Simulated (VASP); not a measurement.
Here is a VASP 6.6.1 calculation.

INCAR

```
PREC = Accurate
ENCUT = 520
EDIFF = 1E-7
ISMEAR = -1
SIGMA = 0.05
LREAL = False
LASPH = True
NELM = 80
ALGO = Normal
ISIF = 2
LWAVE = False
LCHARG = False
GGA = PS
NBANDS = 16
```

Contents of KPOINTS:

```
regular mesh
0
Gamma
  4 4 3
```

Contents of POSCAR:

```
Te
1.0
    3.8202894285     -2.1482026000      0.0000000000
    3.8202894285      2.1482026000      0.0000000000
   -0.0942908673      0.0000000000      5.9760906531
Te
3
Direct
    0.0000000000      0.0000000000      0.0000000000
    0.3094466100      0.3094466100      0.3388094900
    0.6905533900      0.6905533900      0.6611905100
```

Potentials or basis: VASP PAW PBE potentials, release 64 (Te).

Command:

```console
$ cat potpaw_PBE.64/Te/POTCAR > POTCAR
$ mpirun -np 1 vasp_std > vasp.out
```

(1) Estimate the largest force.

(2) Estimate the pressure.

Answers

(1) 0.067 eV/Å.

(2) -1.6 GPa.

Caveat: the k points lie up to 0.42 Å⁻¹ apart; the PAW data sets were made with another functional, which shifts forces and pressure a little.
